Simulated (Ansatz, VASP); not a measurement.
**One calculation of Si2Ni, two programs**

The input INCAR:

```
PREC = Accurate
ENCUT = 520
EDIFF = 1E-7
ISMEAR = -1
SIGMA = 0.05
LREAL = False
LASPH = True
NELM = 150
ALGO = Normal
ISIF = 2
LWAVE = False
LCHARG = False
ISPIN = 2
MAGMOM = 1 0 0
LORBIT = 11
LMAXMIX = 4
GGA = PS
NBANDS = 20
```

KPOINTS

```
regular mesh
0
Gamma
  9 9 9
```

The input POSCAR:

```
Si2Ni
1.0
    0.0000000000      2.6848585138      2.6848585138
    2.6848585138      0.0000000000      2.6848585138
    2.6848585138      2.6848585138      0.0000000000
Ni Si
1 2
Direct
    0.0000000000      0.0000000000      0.0000000000
    0.7500000000      0.7500000000      0.7500000000
    0.2500000000      0.2500000000      0.2500000000
```

Contents of input.yaml:

```yaml
crystal:
  lattice:
    - [0.0, 2.6848585138, 2.6848585138]
    - [2.6848585138, 0.0, 2.6848585138]
    - [2.6848585138, 2.6848585138, 0.0]
  atoms:
    - { symbol: Ni, position: [0.0, 0.0, 0.0], spin: 1.0 }
    - { symbol: Si, position: [0.75, 0.75, 0.75] }
    - { symbol: Si, position: [0.25, 0.25, 0.25] }
kpoints:
  mp_grid: { grid: [9, 9, 9] }
scf:
  occupations: { method: fermi_dirac, width: 0.05 }
hamiltonian:
  xc: pbesol
  pseudopotentials: { kind: all_electron, lapw: { basis_error: 0.001 } }
magnetization:
  spin_polarized: true
output:
  forces: true
  stress: true
  eigenvalues: true
```

Change from the starting cell: volume scaled by 0.98.

Alike in both runs: task single point; functional PBEsol; k mesh 9 × 9 × 9; occupations fermi-dirac, width 0.05 eV; collinear spin.

|  | VASP | Ansatz |
| --- | --- | --- |
| version | VASP 6.6.1 | Ansatz 0.2.0 |
| potentials or method | VASP PAW PBE potentials, release 64 (Ni, Si), cutoff 520 eV | all-electron LAPW, scalar-relativistic |

Ansatz gave:

```
gap on the k mesh at the Fermi level (eV) : none
pressure (GPa)                            : 2.3
net moment per atom (μB)                  : 0.00
```

Problem. What did VASP give for the same quantities?

Solution. gap on the k mesh at the Fermi level (eV): none; pressure (GPa): 2.4; net moment per atom (μB): 0.00.

VASP's potentials were made for PBE, not for PBEsol. A gap of «none» marks a metal or a gap that the smearing closes. Ansatz ran all-electron here, and VASP with PAW potentials.
